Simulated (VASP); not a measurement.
# Ca (Fm-3m) in VASP: single point with PBEsol

Aim: the single point of Ca with PBEsol.

Program: VASP 6.6.1. These are calculated values, not measurements. Logs are shortened: lines on timing, memory, paths and dates and some standing lists are left out, and cuts for length are marked.

## Step 1: The cell of the first run

The structure is cubic, space group Fm-3m (No. 225). The conventional cell has a = 5.456 Å, b = 5.456 Å, c = 5.456 Å, α = 90.00°, β = 90.00°, γ = 90.00°. Within 5.1 Å of Ca (site symmetry m-3m) lie 12 Ca at 3.86 Å.

## Step 2: Single point, PBEsol

File INCAR:

```
PREC = Accurate
ENCUT = 520
EDIFF = 1E-6
ISMEAR = -1
SIGMA = 0.08
LREAL = F
LASPH = T
NELM = 100
ALGO = Normal
ISIF = 2
LWAVE = F
LCHARG = F
GGA = PS
NBANDS = 11
```

File KPOINTS:

```
regular mesh
0
Gamma
  12 12 12
```

File POSCAR:

```
Ca
1.0
    0.0000000000      2.7278273987      2.7278273987
    2.7278273987      0.0000000000      2.7278273987
    2.7278273987      2.7278273987      0.0000000000
Ca
1
Direct
    0.0000000000      0.0000000000      0.0000000000
```

Potentials or basis: VASP PAW PBE potentials, release 64 (Ca_sv).

Launch:

```bash
$ cat potpaw_PBE.64/Ca_sv/POTCAR > POTCAR
$ mpirun -np 1 vasp_std > vasp.out
```

OUTCAR:

```text
PREC = Accurate
   ENCUT = 520
   EDIFF = 1E-6
   ISMEAR = -1
   LREAL = F
   LASPH = T
   NELM = 100
   ISIF = 2
   GGA = PS

 ion  position               nearest neighbor table
   1  0.000  0.000  0.000-

  LATTYP: Found a face centered cubic cell.
 ALAT       =     5.4556547974

  Lattice vectors:

 A1 = (   0.0000000000,   2.7278273987,   2.7278273987)
 A2 = (   2.7278273987,   0.0000000000,   2.7278273987)
 A3 = (   2.7278273987,   2.7278273987,   0.0000000000)

Analysis of symmetry for initial positions (statically):
=====================================================================
 Subroutine PRICEL returns:
 Original cell was already a primitive cell.

 Routine SETGRP: Setting up the symmetry group for a
 face centered cubic supercell.

 Subroutine GETGRP returns: Found 48 space group operations
 (whereof 48 operations were pure point group operations)
 out of a pool of 48 trial point group operations.

The static configuration has the point symmetry O_h .

Analysis of symmetry for dynamics (positions and initial velocities):
=====================================================================
 Subroutine PRICEL returns:
 Original cell was already a primitive cell.

 Routine SETGRP: Setting up the symmetry group for a
 face centered cubic supercell.

 Subroutine GETGRP returns: Found 48 space group operations
 (whereof 48 operations were pure point group operations)
 out of a pool of 48 trial point group operations.

The dynamic configuration has the point symmetry O_h .

 Subroutine INISYM returns: Found 48 space group operations
 (whereof 48 operations are pure point group operations),
 and found     1 'primitive' translations

----------------------------------------------------------------------------------------

                                     Primitive cell

  volume of cell :      40.5958

  direct lattice vectors                    reciprocal lattice vectors
     0.000000000  2.727827399  2.727827399    -0.183296055  0.183296055  0.183296055
     2.727827399  0.000000000  2.727827399     0.183296055 -0.183296055  0.183296055
     2.727827399  2.727827399  0.000000000     0.183296055  0.183296055 -0.183296055

  length of vectors
     3.857730503  3.857730503  3.857730503     0.317478080  0.317478080  0.317478080

  position of ions in fractional coordinates (direct lattice)
     0.000000000  0.000000000  0.000000000

  ion indices of the primitive-cell ions
   primitive index   ion index
                 1           1

----------------------------------------------------------------------------------------

 KPOINTS: regular mesh

Automatic generation of k-mesh.
 Grid dimensions read from file:
 generate k-points for:   12   12   12

 Generating k-lattice:

  Cartesian coordinates                     Fractional coordinates (reciprocal lattice)
    -0.015274671  0.015274671  0.015274671     0.083333333  0.000000000  0.000000000
     0.015274671 -0.015274671  0.015274671     0.000000000  0.083333333  0.000000000
     0.015274671  0.015274671 -0.015274671     0.000000000  0.000000000  0.083333333

  Length of vectors
     0.026456507  0.026456507  0.026456507

  Shift w.r.t. Gamma in fractional coordinates (k-lattice)
     0.000000000  0.000000000  0.000000000

 Subroutine IBZKPT returns following result:
 ===========================================

 Found     72 irreducible k-points:

 Following reciprocal coordinates:
            Coordinates               Weight
  0.000000  0.000000  0.000000      1.000000
  0.083333  0.000000  0.000000      8.000000
  0.166667  0.000000  0.000000      8.000000
  0.250000  0.000000  0.000000      8.000000
  0.333333  0.000000  0.000000      8.000000
  0.416667  0.000000  0.000000      8.000000
[... 16 lines left out ...]
  0.500000  0.166667  0.000000     24.000000
 -0.416667  0.166667  0.000000     24.000000
 [... further k-points ...]
   k-points           NKPTS =     72   k-points in BZ     NKDIM =     72   number of bands    NBANDS=     11
   number of dos      NEDOS =    301   number of ions     NIONS =      1
   total plane-waves  NPLWV =  27000
   dimension x,y,z NGX =    30 NGY =   30 NGZ =   30
   dimension x,y,z NGXF=    60 NGYF=   60 NGZF=   60
   ions per type =               1
   NGX,Y,Z   is equivalent  to a cutoff of  12.93, 12.93, 12.93 a.u.
   NGXF,Y,Z  is equivalent  to a cutoff of  25.86, 25.86, 25.86 a.u.
 SYSTEM =  unknown system
   PREC   = accura    normal or accurate (medium, high low for compatibility)
   ISTART =      0    job   : 0-new  1-cont  2-samecut
   ICHARG =      2    charge: 1-file 2-atom 10-const
   ISPIN  =      1    spin polarized calculation?
   LNONCOLLINEAR =      F non collinear calculations
   LSORBIT =      F    spin-orbit coupling
   LASPH  =      T    aspherical Exc in radial PAW
   ENCUT  =  520.0 eV  38.22 Ry    6.18 a.u.   7.17  7.17  7.17*2*pi/ulx,y,z
   NELM   =    100;   NELMIN=  2; NELMDL= -5     # of ELM steps
   EDIFF  = 0.1E-05   stopping-criterion for ELM
   LREAL  =      F    real-space projection
   EDIFFG = 0.1E-04   stopping-criterion for IOM
   NSW    =      0    number of steps for IOM
   IBRION =     -1    ionic relax: 0-MD 1-quasi-New 2-CG
   NFREE  =      0    steps in history (QN), initial steepest desc. (CG)
   ISIF   =      2    stress and relaxation
   ISYM   =      2    0-nonsym 1-usesym 2-fastsym
   POTIM  = 0.5000    time-step for ionic-motion
   TEBEG  =    0.0;   TEEND  =   0.0 temperature during run
   PSTRESS=    0.0 pullay stress
   NELECT =      10.0000    total number of electrons
   NUPDOWN=      -1.0000    fix difference up-down
   EMIN   =  10.00;   EMAX   =-10.00  energy-range for DOS
   EFERMI =   0.00;   METHOD = LEGACY
   ISMEAR =    -1;   SIGMA  =   0.08  broadening in eV -4-tet -1-fermi 0-gaus
   EFERMI_NEDOS =   21; number of points for ismear=-14 and -15
   IALGO  =     38    algorithm
   IMIX   =      4    mixing-type and parameters
     AMIX     =   0.40;   BMIX     =  1.00
     AMIX_MAG =   1.60;   BMIX_MAG =  1.00
  volume/ion in A,a.u.               =      40.60       273.95
  Fermi-wavevector in a.u.,A,eV,Ry     =   1.026238  1.939308 14.329162  1.053164
  Thomas-Fermi vector in A             =   2.160120
   LORBIT       =      0    0 simple, 1 ext, 2 COOP (PROOUT), +10 PAW based schemes
   GGA     = PS    functional components
   LHFCALC =     F    Hartree Fock is set to
   AEXX    =    0.0000 exact exchange contribution
   IVDW    =     0    specifies the selected vdW correction
   LEPSILON=     F    determine dielectric tensor
   LRPA    =     F    only Hartree local field effects (RPA)
 non-spin polarized calculation
  energy-cutoff  :      520.00
  volume of cell :       40.60
 maximum number of plane-waves:      1113
 NGX is ok and might be reduce to    30
   NGX = 15   NGY = 15   NGZ = 15

 number of electron      10.0000002 magnetization

 Free energy of the ion-electron system (eV)
  ---------------------------------------------------
  ext. energy  EPLUGINS =         0.00000000
  ---------------------------------------------------
  free energy    TOTEN  =        -2.14695869 eV

  energy without entropy =       -2.11941097  energy(sigma->0) =       -2.13318483

 E-fermi :   2.0435     XC(G=0):  -7.9338

 val. band max:        2.0070470569   @ k =  -0.4167   0.2500   0.0000
 cond. band min:       2.0519211892   @ k =  -0.3333   0.3333   0.1667
 fundamental gap:      0.0448741323
 Fermi energy:         2.0435433568

 k-point     1 :       0.0000    0.0000    0.0000
  band No.  band energies     occupation
      1     -39.7028      2.00000
      2     -20.6897      2.00000
      3     -20.6897      2.00000
      4     -20.6897      2.00000
      5      -2.0589      2.00000
      6       4.4237      0.00000
      7       4.4237      0.00000
      8       4.4237      0.00000
      9       5.5541      0.00000
     10       5.5541      0.00000
     11      11.3404      0.00000

 k-point     2 :       0.0833    0.0000    0.0000
  band No.  band energies     occupation
      1     -39.7017      2.00000
      2     -20.7008      2.00000
      3     -20.6912      2.00000
      4     -20.6912      2.00000
      5      -1.9359      2.00000
      6       4.2900      0.00000
      7       4.4709      0.00000
      8       4.4709      0.00000
      9       5.5127      0.00000
     10       5.5127      0.00000
     11      11.4957      0.00000

 k-point     3 :       0.1667    0.0000    0.0000
  band No.  band energies     occupation
      1     -39.6986      2.00000
      2     -20.7310      2.00000
      3     -20.6953      2.00000
      4     -20.6953      2.00000
      5      -1.5760      2.00000
      6       3.9419      0.00000
      7       4.5637      0.00000
      8       4.5637      0.00000
      9       5.4583      0.00000
     10       5.4583      0.00000
     11      11.0192      0.00000

 k-point     4 :       0.2500    0.0000    0.0000
  band No.  band energies     occupation
      1     -39.6944      2.00000
      2     -20.7718      2.00000
      3     -20.7009      2.00000
      4     -20.7009      2.00000
      5      -1.0069      2.00000
      6       3.4743      0.00000
      7       4.5656      0.00000
      8       4.5656      0.00000
      9       5.5634      0.00000
     10       5.5634      0.00000
     11       9.7006      0.00000

 k-point     5 :       0.3333    0.0000    0.0000
  band No.  band energies     occupation
      1     -39.6902      2.00000
      2     -20.8122      2.00000
      3     -20.7065      2.00000
      4     -20.7065      2.00000
      5      -0.2801      2.00000
      6       2.9398      0.00003
      7       4.4557      0.00000
      8       4.4557      0.00000
      9       5.8525      0.00000
     10       5.8525      0.00000
     11       8.5588      0.00000

 k-point     6 :       0.4167    0.0000    0.0000
  band No.  band energies     occupation
      1     -39.6872      2.00000
      2     -20.8416      2.00000
      3     -20.7105      2.00000
      4     -20.7105      2.00000
      5       0.5098      2.00000
      6       2.3489      0.04302
      7       4.3468      0.00000
      8       4.3468      0.00000
      9       6.1513      0.00000
     10       6.1513      0.00000
     11       7.7628      0.00000

 k-point     7 :       0.5000    0.0000    0.0000
  band No.  band energies     occupation
      1     -39.6861      2.00000
      2     -20.8523      2.00000
      3     -20.7121      2.00000
      4     -20.7121      2.00000
      5       1.0254      1.99999
      6       1.9190      1.65181
      7       4.3045      0.00000
      8       4.3045      0.00000
      9       6.2790      0.00000
     10       6.2790      0.00000
     11       7.4735      0.00000

 k-point     8 :       0.0833    0.0833    0.0000
  band No.  band energies     occupation
      1     -39.7013      2.00000
      2     -20.7006      2.00000
      3     -20.6937      2.00000
      4     -20.6937      2.00000
      5      -1.8951      2.00000
      6       4.2523      0.00000
      7       4.4899      0.00000
      8       4.4899      0.00000
      9       5.3868      0.00000
     10       5.5980      0.00000
     11      11.5655      0.00000
[... 141 lines left out ...]
 k-point    19 :       0.1667    0.1667    0.0000
  band No.  band energies     occupation
      1     -39.6972      2.00000
      2     -20.7297      2.00000
      3     -20.7046      2.00000
      4     -20.7046      2.00000
      5      -1.4180      2.00000
      6       3.8372      0.00000
      7       4.6931      0.00000
      8       4.6931      0.00000
      9       4.9267      0.00000
     10       5.7209      0.00000
     11      12.0905      0.00000

 k-point    20 :       0.2500    0.1667    0.0000
  band No.  band energies     occupation
      1     -39.6941      2.00000
      2     -20.7559      2.00000
      3     -20.7115      2.00000
      4     -20.7105      2.00000
      5      -1.0007      2.00000
      6       3.5525      0.00000
      7       4.5069      0.00000
      8       4.8093      0.00000
      9       5.0135      0.00000
     10       5.8194      0.00000
     11      10.8205      0.00000

 k-point    21 :       0.3333    0.1667    0.0000
  band No.  band energies     occupation
      1     -39.6903      2.00000
      2     -20.7891      2.00000
      3     -20.7180      2.00000
      4     -20.7175      2.00000
      5      -0.3948      2.00000
      6       3.1968      0.00000
      7       4.1674      0.00000
      8       4.8126      0.00000
      9       5.3956      0.00000
     10       6.0188      0.00000
     11       9.4062      0.00000

 k-point    22 :       0.4167    0.1667    0.0000
  band No.  band energies     occupation
      1     -39.6868      2.00000
      2     -20.8183      2.00000
      3     -20.7273      2.00000
      4     -20.7211      2.00000
      5       0.3445      2.00000
      6       2.7529      0.00028
      7       3.9412      0.00000
      8       4.7221      0.00000
      9       5.8564      0.00000
     10       6.2450      0.00000
     11       8.1863      0.00000

 k-point    23 :       0.5000    0.1667    0.0000
  band No.  band energies     occupation
      1     -39.6847      2.00000
      2     -20.8357      2.00000
      3     -20.7359      2.00000
      4     -20.7213      2.00000
      5       1.1188      1.99998
      6       2.2091      0.22412
      7       3.8402      0.00000
      8       4.6298      0.00000
      9       6.3000      0.00000
     10       6.3068      0.00000
     11       7.4124      0.00000

 k-point    24 :      -0.4167    0.1667    0.0000
  band No.  band energies     occupation
      1     -39.6844      2.00000
      2     -20.8371      2.00000
      3     -20.7412      2.00000
      4     -20.7180      2.00000
      5       1.3343      1.99972
      6       2.0585      0.90686
      7       3.8009      0.00000
      8       4.5956      0.00000
      9       6.1102      0.00000
     10       6.5318      0.00000
     11       7.3724      0.00000

 [... further k-points ...]
[... 5 lines left out ...]
  --------------------------------------------------------------------------------------
  -------------------------------------------------------------------------------------
  Total       -0.0009328     -0.0009328     -0.0009328      0.0000000     -0.0000000      0.0000000
  in kB       -0.0368136     -0.0368136     -0.0368136      0.0000000     -0.0000000      0.0000000
  external PRESSURE =      -0.0368136 kB  Pullay stress =       0.0000000 kB

 VOLUME and BASIS-vectors are now :
 -----------------------------------------------------------------------------
  energy-cutoff  :      520.00
  volume of cell :       40.60
      direct lattice vectors                 reciprocal lattice vectors
     0.000000000  2.727827399  2.727827399    -0.183296055  0.183296055  0.183296055
     2.727827399  0.000000000  2.727827399     0.183296055 -0.183296055  0.183296055
     2.727827399  2.727827399  0.000000000     0.183296055  0.183296055 -0.183296055

 POSITION                                       TOTAL-FORCE (eV/Angst)
 -----------------------------------------------------------------------------------
      0.00000      0.00000      0.00000         0.000000      0.000000     -0.000000
 -----------------------------------------------------------------------------------
    total drift:                               -0.000000     -0.000000      0.000000

  FREE ENERGIE OF THE ION-ELECTRON SYSTEM (eV)
  ---------------------------------------------------
  free  energy   TOTEN  =        -2.1469586943 eV

  energy  without entropy=       -2.1194109674  energy(sigma->0) =       -2.13318483
```

Run time: 15 s. Hardware: 1 thread of Intel Xeon Platinum 8559C (Emerald Rapids), shared host; peak memory 0.18 GiB.

What came out:

- Free energy: -2.1470 eV
- Pressure: 0.0 GPa
- Band gap on the k mesh: zero (band 5 reaches 2.22 eV, above the bottom of band 6 at 1.92 eV)

Levels at points of the mesh, in eV from the Fermi level:
```tsv
k point	band 1	band 2	band 3	band 4	band 5	band 6	band 7	band 8	band 9	band 10
(0.00, 0.00, 0.00)	-41.75	-22.73	-22.73	-22.73	-4.10	2.38	2.38	2.38	3.51	3.51
(0.50, 0.00, 0.00)	-41.73	-22.90	-22.76	-22.76	-1.02	-0.12	2.26	2.26	4.24	4.24
(0.50, 0.50, 0.00)	-41.72	-22.89	-22.79	-22.79	-0.50	0.54	1.04	4.23	4.43	4.43
```

Caveat: the PAW data sets were made with another functional, which shifts forces and pressure a little.
